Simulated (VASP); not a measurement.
# Si3N4 (P-43m) in VASP: notebook, part 2 of 2

VASP 6.6.1. The steps go on from the part before.

### 3 Relaxation of cell and atoms, PBEsol, target pressure 20 GPa, at which the enthalpy is minimised

The input, INCAR:

```
PREC = Accurate
ENCUT = 600
EDIFF = 1E-6
ISMEAR = -1
SIGMA = 0.05
LREAL = False
LASPH = True
NELM = 100
ALGO = Normal
ISIF = 3
LWAVE = False
LCHARG = False
GGA = PS
IBRION = 2
NSW = 60
EDIFFG = -0.01
PSTRESS = 200.0
```

The input, KPOINTS:

```
regular mesh
0
Gamma
  7 7 7
```

The input, POSCAR:

```
Si3N4
1.0
    4.1307800000      0.0000000000      0.0000000000
    0.0000000000      4.1307800000      0.0000000000
    0.0000000000      0.0000000000      4.1307800000
Si N
3 4
Direct
    0.0000000000      0.0000000000      0.5000000000
    0.5000000000      0.0000000000      0.0000000000
    0.0000000000      0.5000000000      0.0000000000
    0.2395200000      0.2395200000      0.7604800000
    0.7604800000      0.7604800000      0.7604800000
    0.2395200000      0.7604800000      0.2395200000
    0.7604800000      0.2395200000      0.2395200000
```

Potentials or basis: VASP PAW PBE potentials, release 64 (Si, N).

The run is started by

```
$ cat potpaw_PBE.64/Si/POTCAR potpaw_PBE.64/N/POTCAR > POTCAR
$ mpirun -np 1 vasp_std > vasp.out
```

OUTCAR:

```text
PREC = Accurate
   ENCUT = 600
   EDIFF = 1E-6
   ISMEAR = -1
   LREAL = False
   LASPH = True
   NELM = 100
   ISIF = 3
   GGA = PS
   IBRION = 2
   NSW = 60
   EDIFFG = -0.01
   PSTRESS = 200.0

 ion  position               nearest neighbor table
   1  0.000  0.000  0.500-   4 1.77   5 1.77   6 1.77   7 1.77   2 2.92   3 2.92   2 2.92   3 2.92
                             3 2.92   3 2.92   2 2.92   2 2.92
   2  0.500  0.000  0.000-   4 1.77   5 1.77   6 1.77   7 1.77   1 2.92   3 2.92   1 2.92   3 2.92
                             1 2.92   3 2.92   1 2.92   3 2.92
   3  0.000  0.500  0.000-   4 1.77   5 1.77   6 1.77   7 1.77   1 2.92   2 2.92   1 2.92   1 2.92
                             2 2.92   1 2.92   2 2.92   2 2.92
   4  0.240  0.240  0.760-   1 1.77   2 1.77   3 1.77
   5  0.760  0.760  0.760-   1 1.77   2 1.77   3 1.77
   6  0.240  0.760  0.240-   1 1.77   2 1.77   3 1.77
   7  0.760  0.240  0.240-   1 1.77   2 1.77   3 1.77

  LATTYP: Found a simple cubic cell.
 ALAT       =     4.1307800000

  Lattice vectors:

 A1 = (   4.1307800000,   0.0000000000,   0.0000000000)
 A2 = (   0.0000000000,   4.1307800000,   0.0000000000)
 A3 = (   0.0000000000,   0.0000000000,   4.1307800000)

Analysis of symmetry for initial positions (statically):
=====================================================================
 Subroutine PRICEL returns:
 Original cell was already a primitive cell.

 Routine SETGRP: Setting up the symmetry group for a
 simple cubic supercell.

 Subroutine GETGRP returns: Found 24 space group operations
 (whereof 24 operations were pure point group operations)
 out of a pool of 48 trial point group operations.

The static configuration has the point symmetry T_d .

Analysis of symmetry for dynamics (positions and initial velocities):
=====================================================================
 Subroutine PRICEL returns:
 Original cell was already a primitive cell.

 Routine SETGRP: Setting up the symmetry group for a
 simple cubic supercell.

 Subroutine GETGRP returns: Found 24 space group operations
 (whereof 24 operations were pure point group operations)
 out of a pool of 48 trial point group operations.

The dynamic configuration has the point symmetry T_d .

 Subroutine INISYM returns: Found 24 space group operations
 (whereof 24 operations are pure point group operations),
 and found     1 'primitive' translations

----------------------------------------------------------------------------------------

                                     Primitive cell

  volume of cell :      70.4849

  direct lattice vectors                    reciprocal lattice vectors
     4.130780000  0.000000000  0.000000000     0.242085030  0.000000000  0.000000000
     0.000000000  4.130780000  0.000000000     0.000000000  0.242085030  0.000000000
     0.000000000  0.000000000  4.130780000     0.000000000  0.000000000  0.242085030

  length of vectors
     4.130780000  4.130780000  4.130780000     0.242085030  0.242085030  0.242085030

  position of ions in fractional coordinates (direct lattice)
     0.000000000  0.000000000  0.500000000
     0.500000000  0.000000000  0.000000000
     0.000000000  0.500000000  0.000000000
     0.239520000  0.239520000  0.760480000
     0.760480000  0.760480000  0.760480000
     0.239520000  0.760480000  0.239520000
     0.760480000  0.239520000  0.239520000
[... 62 lines left out ...]
   dimension x,y,z NGX =    36 NGY =   36 NGZ =   36
   dimension x,y,z NGXF=    72 NGYF=   72 NGZF=   72
   ions per type =               3   4
   NGX,Y,Z   is equivalent  to a cutoff of  14.49, 14.49, 14.49 a.u.
   NGXF,Y,Z  is equivalent  to a cutoff of  28.98, 28.98, 28.98 a.u.
 SYSTEM =  unknown system
   PREC   = accura    normal or accurate (medium, high low for compatibility)
   ISTART =      0    job   : 0-new  1-cont  2-samecut
   ICHARG =      2    charge: 1-file 2-atom 10-const
   ISPIN  =      1    spin polarized calculation?
   LNONCOLLINEAR =      F non collinear calculations
   LSORBIT =      F    spin-orbit coupling
   LASPH  =      T    aspherical Exc in radial PAW
   ENCUT  =  600.0 eV  44.10 Ry    6.64 a.u.   8.25  8.25  8.25*2*pi/ulx,y,z
   NELM   =    100;   NELMIN=  2; NELMDL= -5     # of ELM steps
   EDIFF  = 0.1E-05   stopping-criterion for ELM
   LREAL  =      F    real-space projection
   EDIFFG = -.1E-01   stopping-criterion for IOM
   NSW    =     60    number of steps for IOM
   IBRION =      2    ionic relax: 0-MD 1-quasi-New 2-CG
   NFREE  =      1    steps in history (QN), initial steepest desc. (CG)
   ISIF   =      3    stress and relaxation
   ISYM   =      2    0-nonsym 1-usesym 2-fastsym
   POTIM  = 0.5000    time-step for ionic-motion
   TEBEG  =    0.0;   TEEND  =   0.0 temperature during run
   PSTRESS=  200.0 pullay stress
   NELECT =      32.0000    total number of electrons
   NUPDOWN=      -1.0000    fix difference up-down
   EMIN   =  10.00;   EMAX   =-10.00  energy-range for DOS
   EFERMI =   0.00;   METHOD = LEGACY
   ISMEAR =    -1;   SIGMA  =   0.05  broadening in eV -4-tet -1-fermi 0-gaus
   EFERMI_NEDOS =   21; number of points for ismear=-14 and -15
   IALGO  =     38    algorithm
   IMIX   =      4    mixing-type and parameters
     AMIX     =   0.40;   BMIX     =  1.00
     AMIX_MAG =   1.60;   BMIX_MAG =  1.00
  volume/ion in A,a.u.               =      10.07        67.95
  Fermi-wavevector in a.u.,A,eV,Ry     =   1.258228  2.377707 21.539904  1.583138
  Thomas-Fermi vector in A             =   2.391848
   LORBIT       =      0    0 simple, 1 ext, 2 COOP (PROOUT), +10 PAW based schemes
   GGA     = PS    functional components
   LHFCALC =     F    Hartree Fock is set to
   AEXX    =    0.0000 exact exchange contribution
   IVDW    =     0    specifies the selected vdW correction
   LEPSILON=     F    determine dielectric tensor
   LRPA    =     F    only Hartree local field effects (RPA)
 conjugate gradient relaxation of ions
 non-spin polarized calculation
  energy-cutoff  :      600.00
  volume of cell :       70.48
 maximum number of plane-waves:      2373
 NGX is ok and might be reduce to    36
   NGX = 17   NGY = 17   NGZ = 17

--------------------------------------- Ionic step        1  -------------------------------------------

 number of electron      31.9999999 magnetization

 Free energy of the ion-electron system (eV)
  ---------------------------------------------------
  ext. energy  EPLUGINS =         0.00000000
  ---------------------------------------------------
  free energy    TOTEN  =       -58.52869542 eV

  energy without entropy =      -58.52869542  energy(sigma->0) =      -58.52869542

------------------------ aborting loop because EDIFF is reached ----------------------------------------

  FORCE on cell =-STRESS in cart. coord.  units (eV):
  Direction    XX          YY          ZZ          XY          YZ          ZX
  --------------------------------------------------------------------------------------
  -------------------------------------------------------------------------------------
  Total       -1.7544916     -1.7544916     -1.7544916     -0.0000000     -0.0000000     -0.0000000
  in kB      -39.8809669    -39.8809669    -39.8809669     -0.0000000     -0.0000000     -0.0000000
  external PRESSURE =    -239.8809669 kB  Pullay stress =     200.0000000 kB
[... 30 lines left out ...]
--------------------------------------- Ionic step        2  -------------------------------------------

 number of electron      32.0000001 magnetization

 E-fermi :  10.4362     XC(G=0): -12.4144

 val. band max:        9.2861986806   @ k =   0.4286   0.4286   0.4286
 cond. band min:      12.1583065700   @ k =   0.0000   0.0000   0.0000
 fundamental gap:      2.8721078893
 Fermi energy:        10.4362147859

 k-point     1 :       0.0000    0.0000    0.0000
  band No.  band energies     occupation
      1     -10.4910      2.00000
      2      -5.3978      2.00000
      3      -5.3978      2.00000
      4      -5.3978      2.00000
      5      -0.0641      2.00000
      6      -0.0641      2.00000
[... 530 lines left out ...]
  energy  without entropy=      -58.3002896111  energy(sigma->0) =      -58.30028961

  enthalpy is  TOTEN    =       -50.1903567433 eV   P V=        8.1099328678

[... ionic steps 4 to 7 ...]

--------------------------------------- Ionic step        8  -------------------------------------------

 number of electron      32.0000003 magnetization

------------------------ aborting loop because EDIFF is reached ----------------------------------------
[... 81 lines left out ...]
--------------------------------------- Ionic step       10  -------------------------------------------

 number of electron      32.0000003 magnetization

 Free energy of the ion-electron system (eV)
  ---------------------------------------------------
  ext. energy  EPLUGINS =         0.00000000
  ---------------------------------------------------
  free energy    TOTEN  =       -58.22701392 eV

  energy without entropy =      -58.22701392  energy(sigma->0) =      -58.22701392

 E-fermi :   8.9818     XC(G=0): -11.8494

 val. band max:        7.8322319722   @ k =   0.4286   0.4286   0.4286
 cond. band min:      10.3763300463   @ k =   0.0000   0.0000   0.0000
 fundamental gap:      2.5440980741
 Fermi energy:         8.9818021066

 k-point     1 :       0.0000    0.0000    0.0000
  band No.  band energies     occupation
      1     -10.8016      2.00000
      2      -6.4439      2.00000
      3      -6.4439      2.00000
      4      -6.4439      2.00000
      5      -1.0189      2.00000
      6      -1.0189      2.00000
[... 487 lines left out ...]
  energy  without entropy=      -58.2270139198  energy(sigma->0) =      -58.22701392

  enthalpy is  TOTEN    =       -50.2631334060 eV   P V=        7.9638805138

 reached required accuracy - stopping structural energy minimisation
```

Wall time 4.3 min (1 thread of Intel Xeon 8259CL, shared host); peak memory 0.21 GiB.

Results:

```yaml
Free_energy: -58.2270 eV
Relaxed_volume: 9.11 Å³/atom
Relaxed_cell: a = 3.996 Å, b = 3.996 Å, c = 3.996 Å, α = 90.00°, β = 90.00°, γ = 90.00°
Space_group_after_relaxing_to_0.1_Å: P-43m (No. 215)
Energy_change_on_relaxing_the_run_minimises_the_enthalpy: +43.1 meV/atom
Ionic_steps: 10
Pressure_after_relaxing: 20.0 GPa
Largest_force_after_relaxing: 0.003 eV/Å
Band_gap_on_the_k_mesh: 2.54 eV (least direct gap 2.74 eV)
```

Forces on the atoms (eV/Å):
```
Si   0.000  0.000  0.000
Si   0.000  0.000  0.000
Si   0.000  0.000  0.000
N    0.002  0.002 -0.002
N   -0.002 -0.002 -0.002
N    0.002 -0.002  0.002
N   -0.002  0.002  0.002
```

The path:
```tsv
step	energy change (eV)	largest force (eV/Å)	pressure (GPa)	volume (Å³)
1	0.0000	0.0478	-3.99	70.48
2	2.7755	2.8145	80.66	56.20
3	0.2284	0.7767	18.74	64.97
4	0.2527	0.8123	19.75	64.77
5	0.2746	0.1727	19.74	64.04
6	0.2971	0.0138	19.77	63.83
7	0.2948	0.0038	19.76	63.85
8	0.3091	0.0227	20.35	63.74
9	0.3006	0.0114	20.00	63.81
10	0.3017	0.0031	19.99	63.80
```

Final structure:
```
Si N
1.0
     3.99578    0.00000    0.00000
     0.00000    3.99578    0.00000
     0.00000    0.00000    3.99578
Si N
3 4
Cartesian
  0.0000 0.0000 1.9979
  1.9979 0.0000 0.0000
  0.0000 1.9979 0.0000
  0.9818 0.9818 3.0140
  3.0140 3.0140 3.0140
  0.9818 3.0140 0.9818
  3.0140 0.9818 0.9818
```

Levels at points of the mesh, in eV from the valence-band top:
```csv
k point,band 12,band 13,band 14,band 15,band 16,band 17,band 18,band 19,band 20
"(0.00, 0.00, 0.00)",-3.24,-3.24,-0.20,-0.20,-0.20,2.54,2.54,2.54,5.26
```

Caveat: the cell is relaxed towards a set pressure, so the run minimises the enthalpy, not the energy; the PAW data sets were made with another functional, which shifts forces and pressure a little; an odd mesh through Γ misses points on the zone boundary, where band edges can lie.

### 4 Relaxation of cell and atoms, PBEsol, target pressure 30 GPa, at which the enthalpy is minimised

The input, INCAR:

```
SYSTEM = Si3N4
ALGO     = Normal         ! electronic algorithm
EDIFF    = 1E-7           ! SCF threshold, eV
EDIFFG   = -0.01          ! ionic threshold
ENCUT    = 600            ! plane-wave cutoff, eV
GGA      = PS             ! functional
IBRION   = 2              ! ionic algorithm
ISIF     = 3              ! what is computed and relaxed
ISMEAR   = -1             ! smearing method
LASPH    = .TRUE.         ! aspherical terms in the spheres
LCHARG   = .FALSE.        ! write CHGCAR
LREAL    = .FALSE.        ! projectors in reciprocal space
LWAVE    = .FALSE.        ! write WAVECAR
NELM     = 60             ! most SCF steps
NSW      = 60             ! ionic steps
PREC     = Accurate       ! precision mode
PSTRESS  = 300.0        
SIGMA    = 0.05           ! smearing width, eV
```

The input, KPOINTS:

```
k-points
0
G
  7 7 7
  0 0 0
```

POSCAR is that of step 3.

The run is started by

```
$ cat potpaw_PBE.64/Si/POTCAR potpaw_PBE.64/N/POTCAR > POTCAR
$ mpirun -np 1 vasp_std > vasp.out
```

Wall time 5.3 min (1 thread of Intel Xeon 8259CL, shared host); peak memory 0.22 GiB.

The run converged. Its results:

```
Free energy                                                : -57.8985 eV
Relaxed volume                                             : 8.81 Å³/atom
Relaxed cell                                               : a = 3.951 Å, b = 3.951 Å, c = 3.951 Å, α = 90.00°, β = 90.00°, γ = 90.00°
Space group after relaxing (to 0.1 Å)                      : P-43m (No. 215)
Energy change on relaxing (the run minimises the enthalpy) : +90.0 meV/atom
Ionic steps                                                : 11
Pressure after relaxing                                    : 30.0 GPa
Largest force after relaxing                               : 0.005 eV/Å
Band gap on the k mesh                                     : 2.49 eV (least direct gap 2.69 eV)
```

Forces in eV/Å, atoms in the order of the input:
```
Si   0.000  0.000  0.000
Si   0.000  0.000  0.000
Si   0.000  0.000  0.000
N    0.003  0.003 -0.003
N   -0.003 -0.003 -0.003
N    0.003 -0.003  0.003
N   -0.003  0.003  0.003
```

Step by step:
```tsv
step	energy change (eV)	largest force (eV/Å)	pressure (GPa)	volume (Å³)
1	0.0000	0.0486	-3.98	70.48
2	6.4356	4.6608	143.76	50.87
3	0.4511	1.0585	27.03	63.40
4	0.5236	1.1388	29.37	62.99
5	0.5505	1.1675	30.21	62.84
6	0.6040	0.2157	30.23	61.84
7	0.6409	0.0051	30.26	61.62
8	0.6364	0.0280	30.26	61.65
9	0.6102	0.0013	29.41	61.79
10	0.6284	0.0198	30.00	61.69
11	0.6302	0.0047	29.97	61.68
```

Final structure:
```
Si N
1.0
     3.95106    0.00000    0.00000
     0.00000    3.95106    0.00000
     0.00000    0.00000    3.95106
Si N
3 4
Direct
  0.00000 0.00000 0.50000
  0.50000 0.00000 0.00000
  0.00000 0.50000 0.00000
  0.24807 0.24807 0.75193
  0.75193 0.75193 0.75193
  0.24807 0.75193 0.24807
  0.75193 0.24807 0.24807
```

Levels at points of the mesh, in eV from the valence-band top:
```tsv
k point	band 14	band 15	band 16	band 17	band 18	band 19
(0.00, 0.00, 0.00)	-0.20	-0.20	-0.20	2.49	2.49	2.49
```

Caveat: the cell is relaxed towards a set pressure, so the run minimises the enthalpy, not the energy; the PAW data sets were made with another functional, which shifts forces and pressure a little; an odd mesh through Γ misses points on the zone boundary, where band edges can lie.

### 5 Overview

| cell | gap on the mesh (eV) | pressure (GPa) |
| --- | --- | --- |
| relaxed to 10 GPa | 2.58 | 10.0 |
| relaxed to 20 GPa | 2.54 | 20.0 |
| relaxed to 30 GPa | 2.49 | 30.0 |

Alike in all rows: task relaxation of cell and atoms; level PBEsol; potentials or basis VASP PAW PBE potentials, release 64 (Si, N); no spin polarisation; k mesh 7 × 7 × 7; cutoff (eV) 600; smearing fermi-dirac 0.05 eV.

Caveats: the cell is relaxed towards a set pressure, so the run minimises the enthalpy, not the energy; the PAW data sets were made with another functional, which shifts forces and pressure a little; an odd mesh through Γ misses points on the zone boundary, where band edges can lie.

Absolute energies hang on the potentials; compare differences alone.
